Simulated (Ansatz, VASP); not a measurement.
**Two plane-wave programs on Ga**

File INCAR:

```
SYSTEM = Ga
PREC = Accurate
ENCUT = 520
EDIFF = 1E-8
ISMEAR = -1
SIGMA = 0.05
LREAL = .FALSE.
LASPH = .TRUE.
NELM = 80
ALGO = Normal
ISIF = 2
LWAVE = .FALSE.
LCHARG = .FALSE.
LEFG = .TRUE.
NBANDS = 12
```

The input KPOINTS:

```
Automatic mesh
0
G
  18 18 18
  0 0 0
```

File POSCAR:

```
Ga
1.0
   -1.3958405502      1.3958405502      2.3303257262
    1.3958405502     -1.3958405502      2.3303257262
    1.3958405502      1.3958405502     -2.3303257262
Ga
1
Direct
    0.0000000000      0.0000000000      0.0000000000
```

Input for Ansatz:

```yaml
crystal:
  lattice:
    - [-1.3958405502, 1.3958405502, 2.3303257262]
    - [1.3958405502, -1.3958405502, 2.3303257262]
    - [1.3958405502, 1.3958405502, -2.3303257262]
  atoms:
    - { symbol: Ga, position: [0.0, 0.0, 0.0] }
kpoints:
  mp_grid: { grid: [18, 18, 18] }
scf:
  occupations: { method: fermi_dirac, width: 0.05 }
hamiltonian:
  xc: lda
  pseudopotentials: { kind: paw }
output:
  forces: true
  stress: true
  eigenvalues: true
  efg: { contact_densities: true }
```

Change from the starting cell: volume scaled by 1.025, PAW files.

Alike in both runs: task electric field gradients; functional LDA; k mesh 18 × 18 × 18; occupations fermi-dirac, width 0.05 eV; no spin polarisation.

```csv
,VASP,Ansatz
version,VASP 6.6.1,Ansatz 0.2.0
potentials or method,"VASP PAW LDA potentials, release 64 (Ga_d)","PAW with Ansatz's default frozen-core files, scalar-relativistic"
plane-wave cutoff (eV),520,420
valence electrons in the cell,13,13
```

VASP gave:

| Quantity | Value |
| --- | --- |
| pressure (GPa) | -3.1 |
| traceless stress, the component that is largest in VASP (GPa) | -0.83 |
| size of Vzz on the site where it differs most (V/Å²) | 29.1 |

Estimate Ansatz's values.

pressure (GPa): -3.2; traceless stress, the component that is largest in VASP (GPa): -0.82; size of Vzz on the site where it differs most (V/Å²): 30.0.

LDA's correlation is that of Perdew and Zunger in VASP and of Perdew and Wang (1992) in Ansatz.
